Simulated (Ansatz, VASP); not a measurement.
**One calculation of Ir, two programs**

File POSCAR:

```
Ir
1.0
    0.0000000000      1.9408081540      1.9408081540
    1.9408081540      0.0000000000      1.9408081540
    1.9408081540      1.9408081540      0.0000000000
Ir
1
Direct
    0.0000000000      0.0000000000      0.0000000000
```

Contents of INCAR.step1:

```
PREC = Accurate
ENCUT = 520
EDIFF = 1E-5
ISMEAR = -1
SIGMA = 0.05
LREAL = F
LASPH = T
NELM = 60
ALGO = Normal
ISIF = 2
LWAVE = T
LCHARG = F
NBANDS = 10
GGA = PE
```

Contents of INCAR.step2:

```
PREC = Accurate
ENCUT = 520
EDIFF = 1E-7
ISMEAR = -1
SIGMA = 0.05
LREAL = F
LASPH = T
NELM = 60
ALGO = Normal
ISIF = 2
LWAVE = F
LCHARG = F
GGA = PE
LHFCALC = T
AEXX = 0.25
PRECFOCK = Normal
NBANDS = 10
ISTART = 1
```

Contents of KPOINTS:

```
regular mesh
0
Gamma
  6 6 6
```

Contents of input.yaml:

```yaml
crystal:
  lattice:
    - [0.0, 1.940808154, 1.940808154]
    - [1.940808154, 0.0, 1.940808154]
    - [1.940808154, 1.940808154, 0.0]
  atoms:
    - { symbol: Ir, position: [0.0, 0.0, 0.0] }
hamiltonian:
  xc: pbe0
  pseudopotentials: { kind: paw }
kpoints:
  mp_grid: { grid: [6, 6, 6] }
scf:
  occupations: { method: fermi_dirac, width: 0.05 }
output:
  forces: true
  stress: true
  eigenvalues: true
```

Alike in both runs: task single point; functional PBE0; k mesh 6 × 6 × 6; occupations fermi-dirac, width 0.05 eV; no spin polarisation.

```csv
,VASP,Ansatz
version,VASP 6.6.1,Ansatz 0.2.0
potentials or method,"VASP PAW PBE potentials, release 64 (Ir)",Ansatz PAW
plane-wave cutoff (eV),520,420
valence electrons in the cell,9,17
```

```tsv
	VASP	Ansatz	Ansatz less VASP
gap on the k mesh at the Fermi level (eV)	none	none	-
pressure (GPa)	-13.6	-15.6	-1.96
```

A gap of «none» marks a metal or a gap that the smearing closes. With one functional, cell and mesh, what is left measures potentials, basis and numerics. VASP's potentials hold 9 valence electrons a cell and Ansatz's 17, so a difference there can come from the potentials and not from the codes.

The k mesh is coarse, so the values compare programs but aren't converged. Neither program's run includes spin-orbit coupling.
